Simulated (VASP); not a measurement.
The system is LiCl.

```xyz
2
Lattice="0.0000 2.5648 2.5648 2.5648 0.0000 2.5648 2.5648 2.5648 0.0000" Properties=species:S:1:pos:R:3 pbc="T T T"
Li    0.0000    0.0000    0.0000
Cl    2.5648    2.5648    2.5648
```

```yaml
Program: VASP 6.6.1
Task: relaxation of cell and atoms
Functional: RPBE
Potentials_or_basis: VASP PAW PBE potentials, release 64 (Li_sv, Cl)
Cutoff: 600 eV
k_mesh: 6 × 6 × 6
Occupations: gaussian, width 0.01 eV
Spin: no spin polarisation
```

At the start: pressure 2.2 GPa; volume 16.87 Å³/atom.

Question: How do energy, volume and symmetry change on relaxing?

Answer: Over 3 steps the energy falls by 7.6 meV/atom and the volume is 18.14 Å³/atom (+7.5 %); space group Fm-3m (No. 225, to 0.05 Å).

Step by step:
```
step  energy change (eV)  largest force (eV/Å)  pressure (GPa)  volume (Å³)
   1              0.0000                0.0000            2.17        33.74
   2             -0.0112                0.0000            1.05        34.87
   3             -0.0151                0.0000           -0.12        36.29
```

Final structure:
```
Li Cl
1.0
     0.00000    2.62776    2.62776
     2.62776    0.00000    2.62776
     2.62776    2.62776    0.00000
Li Cl
1 1
Direct
  0.00000 0.00000 0.00000
  0.50000 0.50000 0.50000
```

Caveat: the cutoff is under 1.25 times the usual one of these potentials, so pressure, stress and relaxed cells hold a basis-set (Pulay) error; the PAW data sets were made with another functional, which shifts forces and pressure a little.
